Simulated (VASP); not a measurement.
Sc2GaN3, 6 atoms in the cell. It takes space group P-6m2 (No. 187, hexagonal). The conventional cell has a = 3.491 Å, b = 3.491 Å, c = 7.065 Å, α = 90.00°, β = 90.00°, γ = 120.00°. Within 3.2 Å of Sc (site symmetry 3m) lie 9 N at 2.39 to 3.02 Å and 1 Sc at 2.55 Å and 3 Ga at 3.02 Å. Within 2.7 Å of Ga (site symmetry -6m2) lie 3 N at 2.02 Å. N (site symmetry -6m2) has 3 N at 2.02 Å and 6 Sc at 2.39 Å within 2.7 Å. N (site symmetry -6m2) has 3 Ga at 2.02 Å within 2.7 Å. N (site symmetry -6m2) has 3 N at 2.02 Å and 6 Sc at 2.39 Å within 2.7 Å. The cell was built from a structure type or drawn by symmetry, and may not be a known phase.

```yaml
Program: VASP 6.6.1
Task: single point
Functional: PBE
Potentials_or_basis: VASP PAW PBE potentials, release 64 (Sc_sv, Ga_d, N)
Cutoff: 600 eV
k_mesh: 4 × 4 × 2
Occupations: gaussian, width 0.15 eV
Spin: no spin polarisation
Dipole_correction: no
Further_INCAR_settings: ALGO = Normal; EDIFF = 1e-06; NBANDS = 34
```

Potentials or basis: VASP PAW PBE potentials, release 64 (Sc_sv, Ga_d, N).

The run is started by

```sh
$ cat potpaw_PBE.64/Sc_sv/POTCAR potpaw_PBE.64/Ga_d/POTCAR potpaw_PBE.64/N/POTCAR > POTCAR
$ mpirun -np 1 vasp_std > vasp.out
```

Hardware: 1 thread of Intel(R) Xeon(R) 6975P-C (Granite Rapids) (shared host).

How long does it take, and how much memory?

Wall time 20 s on 1 thread of Intel(R) Xeon(R) 6975P-C (Granite Rapids), with other jobs on the host, peak memory 0.2 GiB. Counts: scf iterations 16, k points 8.
